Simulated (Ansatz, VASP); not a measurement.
# K: VASP beside Ansatz

```
K
1.0
     4.71679    0.00000    0.00000
    -2.35840    4.08486    0.00000
     0.00000    0.00000    7.69054
K
2
Direct
  0.33333 0.66667 0.25000
  0.66667 0.33333 0.75000
```

Alike in both runs: functional PBE; k mesh 8 × 8 × 4; occupations fermi-dirac, width 0.1 eV; no spin polarisation.

Ansatz relaxed the structure, and its values are those at the end. VASP's run is a single point on that final structure, the one shown.

```csv
,VASP,Ansatz
version,VASP 6.6.1,Ansatz 0.2.0
potentials or method,"VASP PAW PBE potentials, release 64 (K_sv), cutoff 520 eV","plane waves (420 eV) with PAW, scalar-relativistic"
valence electrons in the cell,18,18
```

|  | VASP | Ansatz | Ansatz less VASP |
| --- | --- | --- | --- |
| pressure (GPa) | 0.0 | 0.0 | +0.01 |

The functional is the same, so the differences come from potentials, cutoffs and numerics.
